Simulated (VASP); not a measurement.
Input of a VASP 6.6.1 run:

Contents of INCAR:

```
PREC = Accurate
ENCUT = 600
EDIFF = 1E-6
ISMEAR = -1
SIGMA = 0.05
LREAL = False
LASPH = True
NELM = 100
ALGO = Normal
ISIF = 3
LWAVE = False
LCHARG = False
GGA = PS
IBRION = 2
NSW = 60
EDIFFG = -0.01
PSTRESS = 20.0
```

Contents of KPOINTS:

```
Automatic mesh
0
Gamma
  6 6 6
```

Contents of POSCAR:

```
Zr3S2
1.0
    2.9025379727      1.6757810799      3.4877732718
   -2.9025379727      1.6757810799      3.4877732718
    0.0000000000     -3.3515621597      3.4877732718
Zr S
3 2
Direct
    0.8387270000      0.5000000000      0.1612730000
    0.5000000000      0.1612730000      0.8387270000
    0.1612730000      0.8387270000      0.5000000000
    0.6650230000      0.6650230000      0.6650230000
    0.3349770000      0.3349770000      0.3349770000
```

Potentials or basis: VASP PAW PBE potentials, release 64 (Zr_sv, S).

Command:

```sh
$ cat potpaw_PBE.64/Zr_sv/POTCAR potpaw_PBE.64/S/POTCAR > POTCAR
$ mpirun -np 1 vasp_std > vasp.out
```

(1) Predict the relaxed cell.

(2) What does it give for the relaxed volume?

(3) Predict the space group after relaxing (to 0.05 Å).

(4) Estimate the band gap on the k mesh.

Results:

(1) a = 4.750 Å, b = 4.750 Å, c = 4.750 Å, α = 73.60°, β = 73.60°, γ = 73.60°.

(2) 19.24 Å³/atom.

(3) R32 (No. 155).

(4) zero (band 24 reaches 9.52 eV, above the bottom of band 25 at 9.30 eV).

Caveat: the cell is relaxed towards a set pressure, so the enthalpy falls and the energy may rise; the PAW data sets were made with another functional, which shifts forces and pressure a little.
